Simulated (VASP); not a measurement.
# Ru: single point with PBE

Ru:

```
Ru
1.0
     2.58402    0.00000    0.00000
    -1.29201    2.23783    0.00000
     0.00000    0.00000    4.40419
Ru
2
Direct
  0.33333 0.66667 0.25000
  0.66667 0.33333 0.75000
```

This cell differs from its parent crystal: strain -0.050 along x and y, +0.025 along z.

```
Program             : VASP 6.6.1
Task                : single point
Functional          : PBE
Potentials or basis : VASP PAW PBE potentials, release 64 (Ru_pv)
Cutoff              : 520 eV
k mesh              : 24 × 24 × 14
Occupations         : gaussian, width 0.15 eV
Spin                : no spin polarisation
```

The pressure is 30.8 GPa. The band gap on the k mesh is zero (bands 14 and 15 overlap by 3.39 eV).

Stress tensor (GPa, compression positive):
```
45.47  0.00  0.00
 0.00 45.47  0.00
 0.00  0.00  1.60
```

Levels at points of the mesh, in eV from the Fermi level:
| k point | band 11 | band 12 | band 13 | band 14 | band 15 | band 16 | band 17 | band 18 |
| --- | --- | --- | --- | --- | --- | --- | --- | --- |
| (0.00, 0.00, 0.00) | -2.81 | -2.24 | -2.24 | -0.92 | -0.92 | 0.50 | 1.33 | 1.33 |
| (0.50, 0.00, 0.00) | -2.75 | -2.03 | -1.63 | 1.78 | 2.09 | 2.39 | 4.59 | 6.80 |
| (0.00, 0.00, 0.50) | -2.83 | -2.83 | -2.83 | -2.83 | 0.61 | 0.61 | 0.61 | 0.61 |
| (0.50, 0.00, 0.50) | -0.89 | -0.89 | 0.50 | 0.50 | 2.26 | 2.26 | 3.70 | 3.70 |

Wall time 7.6 min on 1 thread of AMD EPYC 7R43 64-Core Processor (Zen 3), with other jobs on the host, peak memory 0.26 GiB.

Caveat: the cell differs from its parent crystal (strain -0.050 along x and y, +0.025 along z); the cell stands under pressure.
